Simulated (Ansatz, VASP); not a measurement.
**One calculation of FeO, two programs**

```
Fe O
1.0
     0.00000    2.20255   -2.20255
     0.00000    2.20255    2.20255
     4.40510    0.00000    0.00000
Fe O
2 2
Direct
  0.00000 0.00000 0.00000
  0.50000 0.50000 0.50000
  0.00000 0.00000 0.50000
  0.50000 0.50000 0.00000
```

Alike in both runs: task single point; functional PBE; k mesh 5 × 5 × 3; occupations gaussian, width 0.05 eV; collinear spin; Hubbard terms Fe d U = 4.0 eV.

```csv
,VASP,Ansatz
version,VASP 6.6.1,Ansatz 0.2.0
potentials or method,"VASP PAW PBE potentials, release 64 (Fe_sv, O), cutoff 600 eV","scalar-relativistic, plane waves, PAW"
valence electrons in the cell,44,44
```

Ansatz gave:

- pressure (GPa): 0.1
- net moment per atom (μB): 2.00
- size of the moment on the site where the two differ most (μB): 3.52

Task: Estimate VASP's values.

Result: Pressure (GPa): -11.3; net moment per atom (μB): 2.01; size of the moment on the site where the two differ most (μB): 3.66.

Site moments also hang on the region over which each program counts them. The programs project onto different local orbitals, so the same U acts differently, and such runs can settle in different states. Ansatz's warnings: stability check not made.

The k mesh is coarse, so the values compare programs but aren't converged.
